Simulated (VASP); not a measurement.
# CuO in VASP: notebook, part 2 of 2

VASP 6.6.1.

### 3 Single point, PBE

The input, INCAR:

```
SYSTEM = CuO
PREC = Accurate ; ENCUT = 520
EDIFF = 1E-6 ; ISMEAR = 0
SIGMA = 0.2 ; LREAL = .False.
LASPH = .True. ; NELM = 100
ALGO = Normal ; ISIF = 2
LWAVE = .False. ; LCHARG = .True.
GGA = PE ; LELF = .True.
LVHAR = .True. ; NBANDS = 44
```

The input, KPOINTS:

```
regular mesh
0
Gamma
  8 4 4
  0 0 0
```

The input, POSCAR:

```
CuO
1.0
    2.0890263360      2.0789186400     -0.0025475287
   -0.0048160913     -0.0013725901      5.1547907082
    4.1772034289     -4.1579933495     -0.0025975987
Cu O
4 4
Direct
    0.5000146105      0.4999976588      1.0000012432
    0.4999920205      0.5000028826      0.4999988738
    1.0001235523     -0.0000045909      0.2499939653
    0.9998740683      0.0000043012      0.7500060888
    0.4994918132      0.7499982475      0.2501587068
    0.4992431244      0.7500108740      0.7501715215
    0.5007564983      0.2499908098      0.2498363513
    0.5005043125      0.2499998171      0.7498332494
```

Potentials or basis: VASP PAW PBE potentials, release 64 (Cu, O).

On the command line:

```bash
cat potpaw_PBE.64/Cu/POTCAR potpaw_PBE.64/O/POTCAR > POTCAR
mpirun -np 1 vasp_std > vasp.out
```

OUTCAR:

```text
SYSTEM = CuO
   PREC = Accurate
   ENCUT = 520
   EDIFF = 1E-6
   ISMEAR = 0
   LREAL = .False.
   LASPH = .True.
   NELM = 100
   ISIF = 2
   GGA = PE

 ion  position               nearest neighbor table
   1  0.500  0.500  0.000-   5 1.96   8 1.96   6 1.96   7 1.96
   2  0.500  0.500  0.500-   7 1.96   6 1.96   5 1.96   8 1.96
   3  0.000  1.000  0.250-   7 1.96   5 1.96   7 1.96   5 1.96
   4  1.000  0.000  0.750-   6 1.96   8 1.96   6 1.96   8 1.96
   5  0.499  0.750  0.250-   1 1.96   3 1.96   2 1.96   3 1.96
   6  0.499  0.750  0.750-   4 1.96   2 1.96   1 1.96   4 1.96
   7  0.501  0.250  0.250-   3 1.96   2 1.96   1 1.96   3 1.96
   8  0.501  0.250  0.750-   4 1.96   1 1.96   2 1.96   4 1.96

  LATTYP: Found a triclinic cell.
 ALAT       =     2.9471919235
 B/A-ratio  =     1.9998325670
 C/A-ratio  =     1.7490524114
 COS(alpha) =     0.0009150433
 COS(beta)  =     0.0017144642
 COS(gamma) =     0.0047301495

  Lattice vectors:

 A1 = (   2.0890263360,   2.0789186400,  -0.0025475287)
 A2 = (   4.1772034289,  -4.1579933495,  -0.0025975987)
 A3 = (   0.0048160913,   0.0013725901,  -5.1547907082)

Analysis of symmetry for initial positions (statically):
=====================================================================
 Subroutine PRICEL returns:
 Original cell was already a primitive cell.

 Routine SETGRP: Setting up the symmetry group for a
 triclinic supercell.

 Subroutine GETGRP returns: Found  1 space group operations
 (whereof  1 operations were pure point group operations)
 out of a pool of  2 trial point group operations.

The static configuration has the point symmetry C_1 .

Analysis of symmetry for dynamics (positions and initial velocities):
=====================================================================
[... 144 lines left out ...]
  Fermi-wavevector in a.u.,A,eV,Ry     =   1.493617  2.822526 30.353107  2.230890
  Thomas-Fermi vector in A             =   2.605994
   LORBIT       =      0    0 simple, 1 ext, 2 COOP (PROOUT), +10 PAW based schemes
   GGA     = PE    functional components
   LHFCALC =     F    Hartree Fock is set to
   AEXX    =    0.0000 exact exchange contribution
   IVDW    =     0    specifies the selected vdW correction
   LEPSILON=     F    determine dielectric tensor
   LRPA    =     F    only Hartree local field effects (RPA)
 non-spin polarized calculation
 Gauss-broadening in eV      SIGMA  =   0.20
  energy-cutoff  :      520.00
  volume of cell :       89.54
 maximum number of plane-waves:      2433
 NGX is ok and might be reduce to    24

 number of electron      68.0000035 magnetization

 Free energy of the ion-electron system (eV)
  ---------------------------------------------------
  ext. energy  EPLUGINS =         0.00000000
  ---------------------------------------------------
  free energy    TOTEN  =       -39.51784049 eV

  energy without entropy =      -39.44428177  energy(sigma->0) =      -39.48106113

 E-fermi :   4.7875     XC(G=0): -11.2597

 val. band max:        4.7855899494   @ k =   0.1250  -0.2500   0.2500
 cond. band min:       4.7890472896   @ k =   0.1250   0.2500   0.2500
 fundamental gap:      0.0034573402
 Fermi energy:         4.7875058354

 k-point     1 :       0.0000    0.0000    0.0000
  band No.  band energies     occupation
      1     -14.9434      2.00000
      2     -14.3671      2.00000
      3     -13.6530      2.00000
      4     -13.4893      2.00000
      5      -3.2347      2.00000
      6      -2.2268      2.00000
[... 1117 lines left out ...]
     43      14.5944      0.00000
     44      15.2055      0.00000

 [... further k-points ...]

------------------------ aborting loop because EDIFF is reached ----------------------------------------

  FORCE on cell =-STRESS in cart. coord.  units (eV):
  Direction    XX          YY          ZZ          XY          YZ          ZX
  --------------------------------------------------------------------------------------
  -------------------------------------------------------------------------------------
  Total        0.2990856      0.3341127      0.5321874     -0.0024101      0.0036021      0.0134136
  in kB        5.3516781      5.9784357      9.5226783     -0.0431256      0.0644540      0.2400153
  external PRESSURE =       6.9509307 kB  Pullay stress =       0.0000000 kB

 VOLUME and BASIS-vectors are now :
 -----------------------------------------------------------------------------
  energy-cutoff  :      520.00
  volume of cell :       89.54
      direct lattice vectors                 reciprocal lattice vectors
     2.089026336  2.078918640 -0.002547529     0.239375038  0.240480779  0.000287681
    -0.004816091 -0.001372590  5.154790708     0.000178611  0.000058243  0.193994479
     4.177203429 -4.157993349 -0.002597599     0.119682967 -0.120264768  0.000079796

 POSITION                                       TOTAL-FORCE (eV/Angst)
 -----------------------------------------------------------------------------------
      1.04214      1.03880      2.57611        -0.000179     -0.000103     -0.000056
      3.13069     -1.04024      2.57484         0.000081      0.000032      0.000076
      1.03972     -1.04059      5.15412        -0.000014     -0.000267     -0.000004
      5.22169     -1.03986     -0.00447         0.000020      0.000291     -0.000054
      2.08480     -0.00278      3.86416         0.000433     -0.000311      0.000166
      4.17294     -2.08235      3.86293        -0.000106      0.000624      0.000085
      2.08851      0.00187      1.28673        -0.000095     -0.000401      0.000074
      4.17657     -2.07764      1.28547        -0.000140      0.000135     -0.000288
 -----------------------------------------------------------------------------------
    total drift:                                0.000010     -0.000040      0.000043

  FREE ENERGIE OF THE ION-ELECTRON SYSTEM (eV)
  ---------------------------------------------------
  free  energy   TOTEN  =       -39.5178404879 eV

  energy  without entropy=      -39.4442817692  energy(sigma->0) =      -39.48106113
```

stdout:

```text
POSCAR found type information on POSCAR CuO
 POSCAR found :  2 types and       8 ions
 scaLAPACK will be used
 LDA part: xc-table for (Slater+PW92), standard interpolation
 POSCAR, INCAR and KPOINTS ok, starting setup
 FFT: planning ... GRIDC
 FFT: planning ... GRID_SOFT
 FFT: planning ... GRID
 WAVECAR not read
 entering main loop
```

It took 5.1 min on 1 thread of Intel Xeon Platinum 8488C (Sapphire Rapids), shared host; peak memory 0.33 GiB.

What came out:

| Property | Result |
| --- | --- |
| Free energy | -39.5178 eV |
| Pressure | 0.7 GPa |
| Band gap on the k mesh | zero (bands 34 and 35 overlap by 0.92 eV) |

Stress tensor (GPa, compression positive):
```
0.54 0.00 0.02
0.00 0.60 0.01
0.02 0.01 0.95
```

Caveat: semilocal functionals often make such compounds metallic where correlation or magnetic order opens a gap, which also shifts bond lengths. With open d or f shells a metallic result of PBE can be an artefact of self-interaction; +U or a hybrid may open a gap.

### 4 Single point, PBE

This run uses another cell than the first one: it holds 4 atoms, not 8.

The input, INCAR:

```
PREC     = Accurate       # precision mode
ENCUT    = 520            # plane-wave cutoff, eV
EDIFF    = 1E-6           # SCF threshold, eV
ISMEAR   = 0              # smearing method
SIGMA    = 0.1            # smearing width, eV
LREAL    = False          # projectors in reciprocal space
LASPH    = True           # aspherical terms in the spheres
NELM     = 60             # most SCF steps
ALGO     = Normal         # electronic algorithm
ISIF     = 2              # what is computed and relaxed
LWAVE    = False          # write WAVECAR
LCHARG   = True           # write CHGCAR
GGA      = PE             # functional
LELF     = True           # ELF
LVHAR    = True         
NBANDS   = 25             # bands
```

The input, KPOINTS:

```
regular mesh
0
Gamma
  16 16 10
```

The input, POSCAR:

```
CuO
1.0
    2.0823240170     -2.0882022961      0.0000000000
    2.0823240170      2.0882022961      0.0000000000
    0.0000000000      0.0000000000      5.1504998294
Cu O
2 2
Direct
    0.0000000000      0.5000000000      0.5000000000
    0.5000000000      0.0000000000      0.0000000000
    0.5000000000      0.5000000000      0.7500000000
    0.5000000000      0.5000000000      0.2500000000
```

On the command line:

```bash
cat potpaw_PBE.64/Cu/POTCAR potpaw_PBE.64/O/POTCAR > POTCAR
mpirun -np 1 vasp_std > vasp.out
```

Wall time 5.4 min (1 thread of Intel Xeon Platinum 8488C (Sapphire Rapids), shared host); peak memory 0.48 GiB.

Results (log left out):

- Free energy: -19.7373 eV
- Pressure: 0.7 GPa
- Band gap on the k mesh: zero (bands 17 and 18 overlap by 1.18 eV)

Stress tensor (GPa, compression positive):
```
0.58 0.00 0.00
0.00 0.54 0.00
0.00 0.00 0.96
```

Levels at points of the mesh, in eV from the Fermi level:
```
           k point  band 13  band 14  band 15  band 16  band 17  band 18  band 19  band 20  band 21  band 22
(0.00, 0.00, 0.00)    -2.39    -2.37    -2.28    -1.90     0.65     0.66     1.38     6.08     7.25    13.14
(0.50, 0.00, 0.00)    -2.28    -1.88    -1.58    -1.50     0.20     0.46     3.74     5.81     6.41    10.87
(0.50, 0.50, 0.00)    -2.35    -2.35    -1.62    -1.21    -1.21     1.10     2.16     7.20     9.75     9.79
(0.00, 0.00, 0.50)    -2.26    -2.26    -1.55    -1.55     0.10     0.10     3.44     3.44    11.60    11.60
(0.50, 0.00, 0.50)    -2.38    -2.34    -2.02    -1.82    -0.19     0.66     4.33     5.84     8.25     8.62
(0.50, 0.50, 0.50)    -1.89    -1.89    -1.43    -1.43    -0.53    -0.53     4.01     4.01    10.36    10.36
```

Caveat: semilocal functionals often make such compounds metallic where correlation or magnetic order opens a gap, which also shifts bond lengths.

### 5 Summary

| cell | k mesh | smearing | gap on the mesh (eV) | pressure (GPa) |
| --- | --- | --- | --- | --- |
| a = 2.949, b = 5.150, c = 5.898 Å, angles 90.0, 90.2, 90.0°, 8 atoms, atomic positions A | 8 × 4 × 4 | gaussian 0.2 eV | none | 0.7 |
| a = 2.947, b = 5.155, c = 5.894 Å, angles 90.1, 89.7, 90.1°, 8 atoms, atomic positions A | 8 × 4 × 4 | gaussian 0.2 eV | none | 0.7 |
| a = 2.949, b = 2.949, c = 5.150 Å, angles 90.0, 90.0, 90.2°, 4 atoms, atomic positions B | 16 × 16 × 10 | gaussian 0.1 eV | none | 0.7 |

Alike in all rows: task single point; level PBE; potentials or basis VASP PAW PBE potentials, release 64 (Cu, O); no spin polarisation; cutoff (eV) 520.

Caveats: semilocal functionals often make such compounds metallic where correlation or magnetic order opens a gap, which also shifts bond lengths.

Absolute energies hang on the potentials; compare differences alone.
